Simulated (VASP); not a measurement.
Set up this calculation in VASP 6.6.1, as the native input.

* Task: single point
* Functional: PBE
* Potentials or basis: VASP PAW PBE potentials, release 64 (O_h, H_h, C_h)
* Cutoff: 1000 eV
* k mesh: 1 × 1 × 1
* Occupations: fermi-dirac, width 0.05 eV
* Spin: no spin polarisation
* Dipole correction: no
* Further INCAR settings: LREAL = Auto; ALGO = Normal; EDIFF = 1e-06; NBANDS = 37

The structure of H8CO6 lies in POSCAR:

```
H8CO6
1.0
    5.7082670000      0.0000000000      0.0000000000
    0.0000000000      5.7082670000      0.0000000000
    0.0000000000      0.0000000000      5.7082670000
O H C
6 8 1
Direct
    0.3778204488      0.0985588095      0.2696089724
    0.1078786259      0.7838806419      0.4658506689
    0.7109338088      0.5645145891      0.3026838093
    0.6279489029      0.8037640846      0.8741707422
    0.1834882636      0.5694547925      0.9695236750
   -0.0321638774      0.2301048637      0.9075433928
    0.4528694961      0.0023299541      0.1491871351
    0.2708177456     -0.0075154158      0.3627020250
    0.0771512615      0.7917989821      0.6376716436
   -0.0488589619      0.7131936891      0.4223348347
    0.6134436248      0.4273275935      0.3105846310
    0.6609361475      0.6534732871      0.1690180225
    0.5404617549      0.7572525952      0.7400144387
    0.7377895953      0.9315787086      0.8488916163
    0.0830024244      0.3927286513      0.9487117544
```

One way to write it, as run:

INCAR

```
SYSTEM = H8CO6
PREC = Accurate
ENCUT = 1000
EDIFF = 1E-6
ISMEAR = -1
SIGMA = 0.05
LREAL = Auto
LASPH = .TRUE.
NELM = 120
ALGO = Normal
ISIF = 2
LWAVE = .FALSE.
LCHARG = .FALSE.
GGA = PE
NBANDS = 37
GGA_COMPAT = .FALSE.
```

KPOINTS

```
Automatic mesh
0
G
  1 1 1
  0 0 0
```

Potentials or basis: VASP PAW PBE potentials, release 64 (O_h, H_h, C_h).

Run with:

```sh
$ cat potpaw_PBE.64/O_h/POTCAR potpaw_PBE.64/H_h/POTCAR potpaw_PBE.64/C_h/POTCAR > POTCAR
$ mpirun -np 1 vasp_gam > vasp.out
```

Results of the run:

```
Pressure      : 0.3 GPa
Largest force : 2.494 eV/Å
```

Caveat: the k points lie up to 1.10 Å⁻¹ apart, too coarse for converged energies, forces and pressures.

Wall time 25 s on 1 thread of AMD EPYC 9R45 96-Core Processor (Zen 5), with other jobs on the host, peak memory 0.46 GiB.
